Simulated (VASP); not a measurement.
Input of a VASP 6.6.1 run:

INCAR

```
SYSTEM = GaN
PREC     = Accurate       ! precision mode
ENCUT    = 520            ! plane-wave cutoff, eV
EDIFF    = 1E-7           ! SCF threshold, eV
ISMEAR   = 0              ! smearing method
SIGMA    = 0.01           ! smearing width, eV
LREAL    = .FALSE.        ! projectors in reciprocal space
LASPH    = .TRUE.         ! aspherical terms in the spheres
NELM     = 100            ! most SCF steps
ALGO     = Normal         ! electronic algorithm
ISIF     = 2              ! what is computed and relaxed
LWAVE    = .FALSE.        ! write WAVECAR
LCHARG   = .FALSE.        ! write CHGCAR
GGA      = PS             ! functional
NBANDS   = 26             ! bands
```

KPOINTS

```
Automatic mesh
0
G
  12 12 6
  0 0 0
```

POSCAR

```
GaN
1.0
    3.1828215508      0.0000000000      0.0000000000
   -1.5914107754      2.7564043187      0.0000000000
    0.0000000000      0.0000000000      5.1856744261
Ga N
2 2
Direct
    0.3333333333      0.6666666667     -0.0615000000
    0.6666666667      0.3333333333      0.4385000000
    0.3333333333      0.6666666667      0.4385000000
    0.6666666667      0.3333333333      0.9385000000
```

Potentials or basis: VASP PAW PBE potentials, release 64 (Ga_d, N).

Command:

```sh
$ cat potpaw_PBE.64/Ga_d/POTCAR potpaw_PBE.64/N/POTCAR > POTCAR
$ mpirun -np 1 vasp_std > vasp.out
```

Q: Predict the pressure.

A: 9.7 GPa.

Q: What does it give for the band gap on the k mesh?

A: 1.91 eV, indirect (the least direct gap lies 2.6 meV higher).

Stress tensor (GPa, compression positive):
```
15.33  0.00  0.00
 0.00 15.33  0.00
 0.00  0.00 -1.65
```

Caveat: the PAW data sets were made with another functional, which shifts forces and pressure a little. As with any semilocal functional, this PBEsol gap is likely too small.
